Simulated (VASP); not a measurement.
Set up this calculation in VASP 6.6.1, as the native input.

* Task: single point
* Functional: PBEsol
* Dispersion: D3(BJ)
* Potentials or basis: VASP PAW PBE potentials, release 64 (W_sv, S)
* Cutoff: 520 eV
* k mesh: 12 × 12 × 12
* Occupations: gaussian, width 0.05 eV
* Spin: no spin polarisation
* Dipole correction: no
* Further INCAR settings: ALGO = Normal; EDIFF = 1e-06; NBANDS = 20

The structure of WS2 lies in POSCAR:

```
WS2
1.0
    1.5790003843      0.9116362969      6.1633300000
   -1.5790003843      0.9116362969      6.1633300000
    0.0000000000     -1.8232725938      6.1633300000
W S
1 2
Direct
    0.0000000000      0.0000000000      0.0000000000
    0.7503000000      0.7503000000      0.7503000000
    0.7031801694      0.5688343919      0.5196604244
```

This cell differs from its parent crystal: atom 3 (S) moved by (+0.300, +0.300) A along [1 1 0] and z.

These files were run (other wordings do the same):

INCAR

```
SYSTEM = WS2
  ALGO = Normal
  EDIFF = 1E-6
  ENCUT = 520
  GGA = PS
  ISIF = 2
  ISMEAR = 0
  IVDW = 12
  LASPH = .True.
  LCHARG = .True.
  LELF = .True.
  LREAL = .False.
  LVHAR = .True.
  LWAVE = .False.
  NBANDS = 20
  NELM = 60
  PREC = Accurate
  SIGMA = 0.05
```

KPOINTS

```
k-points
0
Gamma
  12 12 12
  0 0 0
```

Potentials or basis: VASP PAW PBE potentials, release 64 (W_sv, S).

Launch:

```sh
$ cat potpaw_PBE.64/W_sv/POTCAR potpaw_PBE.64/S/POTCAR > POTCAR
$ mpirun -np 1 vasp_std > vasp.out
```

It gave:

```yaml
Pressure: 21.5 GPa
Largest_force: 9.659 eV/Å
Band_gap_on_the_k_mesh: zero (band 13 reaches 8.03 eV, above the bottom of band 14 at 7.88 eV)
Dispersion_energy_per_atom: -0.383 eV
```

Caveat: the cell differs from its parent crystal (atom 3 (S) moved by (+0.300, +0.300) A along [1 1 0] and z); the PAW data sets were made with another functional, which shifts forces and pressure a little; spin-orbit coupling is left out, which moves the levels of the heavy elements; pairwise dispersion overbinds metals, which lowers pressure and volume.

Run time: 41 min on 1 thread of AMD EPYC 7R13 Processor (Zen 3), with other jobs on the host, peak memory 0.95 GiB.
